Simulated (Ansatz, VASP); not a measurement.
## As: VASP beside Ansatz

```
CELL_PARAMETERS angstrom
1.84943 1.06777 3.60101
-1.84943 1.06777 3.60101
0.00000 -2.13553 3.60101
ATOMIC_POSITIONS crystal
As 0.22754 0.22754 0.22754
As 0.77246 0.77246 0.77246
```

Alike in both runs: task single point; functional PBEsol; k mesh 18 × 18 × 18; occupations gaussian, width 0.15 eV; no spin polarisation.

```csv
,VASP,Ansatz
version,VASP 6.6.1,Ansatz 0.2.0
potentials or method,"VASP PAW PBE potentials, release 64 (As), cutoff 520 eV","scalar-relativistic, plane waves, PAW"
valence electrons in the cell,10,30
```

Ansatz gave:

- gap on the k mesh at the Fermi level (eV): none
- pressure (GPa): 0.8
- traceless stress, the component that is largest in VASP (GPa): -1.62
- rms of the force components (eV/Å): 0.038

Problem. What did VASP give for the same quantities?

Solution. gap on the k mesh at the Fermi level (eV): none; pressure (GPa): 1.2; traceless stress, the component that is largest in VASP (GPa): -1.70; rms of the force components (eV/Å): 0.081.

VASP's potentials were made for PBE, not for PBEsol. Atom by atom the forces differ by 0.042 eV/Å (rms over components). A gap of «none» marks a metal or a gap that the smearing closes. VASP's potentials hold 10 valence electrons a cell and Ansatz's 30, so a difference there can come from the potentials and not from the codes.
